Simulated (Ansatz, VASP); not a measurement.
## Se in VASP and in Ansatz

File INCAR:

```
PREC = Accurate
ENCUT = 600
EDIFF = 1E-7
ISMEAR = -1
SIGMA = 0.1
LREAL = F
LASPH = T
NELM = 100
ALGO = Normal
ISIF = 3
LWAVE = F
LCHARG = F
GGA = B5
ALDAX = 1.0
AGGAX = 1.0
AGGAC = 1.0
ALDAC = 0.0
IBRION = 2
NSW = 80
EDIFFG = -0.01
```

File KPOINTS:

```
regular mesh
0
Gamma
  12 12 12
```

File POSCAR:

```
Se
1.0
    0.0000000000      2.2175113317      2.2175113317
    2.2175113317      0.0000000000      2.2175113317
    2.2175113317      2.2175113317      0.0000000000
Se
1
Direct
    0.0000000000      0.0000000000      0.0000000000
```

Input for Ansatz:

```yaml
crystal:
  lattice:
    - [0.0, 2.2175113317, 2.2175113317]
    - [2.2175113317, 0.0, 2.2175113317]
    - [2.2175113317, 2.2175113317, 0.0]
  atoms:
    - { symbol: Se, position: [0.0, 0.0, 0.0] }
hamiltonian:
  xc: blyp
  pseudopotentials:
    kind: paw
    azcp:
      Se: "pseudopotentials/Se.paw.azcp"
basis:
  ecutwfc: 420
  fft_grid_basis: typed
kpoints:
  mp_grid: { grid: [12, 12, 12], shift: [0, 0, 0] }
magnetization:
  spin_polarized: false
scf:
  occupations: { method: fermi_dirac, width: 0.1 }
relax:
  max_steps: 60
  f_tol: 0.01
  cell: {}
```

Alike in both runs: task relaxation of cell and atoms; functional BLYP; k mesh 12 × 12 × 12; occupations fermi-dirac, width 0.1 eV; no spin polarisation.

```csv
,VASP,Ansatz
version,VASP 6.6.1,Ansatz 0.2.0
potentials or method,"VASP PAW PBE potentials, release 64 (Se), cutoff 600 eV","plane waves (420 eV) with PAW, scalar-relativistic"
valence electrons in the cell,6,16
```

VASP gave:

```
relaxed volume (Å³/atom)                                     : 22.98
relaxed cell length with the largest relative difference (Å) : 3.191
```

Question: What did Ansatz give for the same quantities?

Answer: Relaxed volume (Å³/atom): 22.94; relaxed cell length with the largest relative difference (Å): 3.189.

VASP's potentials were made for PBE, not for BLYP. VASP's potentials hold 6 valence electrons a cell and Ansatz's 16, so a difference there can come from the potentials and not from the codes.
